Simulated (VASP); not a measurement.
## GaSb: single point with PBE

Crystal: GaSb.

```
Ga Sb
1.0
    -2.90425    2.90425    1.66020
     2.90425   -2.90425    1.66020
     2.90425    2.90425   -1.66020
Ga Sb
1 1
Cartesian
  2.9043 0.0000 0.8301
  0.0000 0.0000 0.0000
```

```
Program             : VASP 6.6.1
Task                : single point
Functional          : PBE
Potentials or basis : VASP PAW PBE potentials, release 64 (Ga_d, Sb)
Cutoff              : 520 eV
k mesh              : 16 × 16 × 16
Occupations         : gaussian, width 0.15 eV
Spin                : no spin polarisation
```

```json
{
 "Pressure": "-5.3 GPa",
 "Band gap on the k mesh": "zero (bands 9 and 10 overlap by 3.99 eV)"
}
```

Stress tensor (GPa, compression positive):
```
-5.47  0.00  0.00
 0.00 -5.47  0.00
 0.00  0.00 -4.96
```

Levels at points of the mesh, in eV from the Fermi level:
| k point | band 7 | band 8 | band 9 | band 10 | band 11 | band 12 |
| --- | --- | --- | --- | --- | --- | --- |
| (0.00, 0.00, 0.00) | -3.43 | -1.53 | -1.53 | 3.68 | 4.27 | 6.27 |
| (0.50, 0.00, 0.00) | -4.96 | -2.38 | -1.14 | -0.90 | 2.64 | 2.87 |
| (0.50, 0.50, 0.00) | -7.18 | -0.02 | 1.62 | 1.79 | 2.08 | 4.05 |
| (0.50, 0.50, 0.50) | -5.57 | -4.11 | -4.11 | 3.17 | 4.83 | 8.78 |

Run time: 8.5 min on 1 thread of AMD EPYC 7R13, with other jobs on the host, peak memory 0.43 GiB.

Caveat: the cell stands under tension; spin-orbit coupling is left out, which moves the levels of the heavy elements.
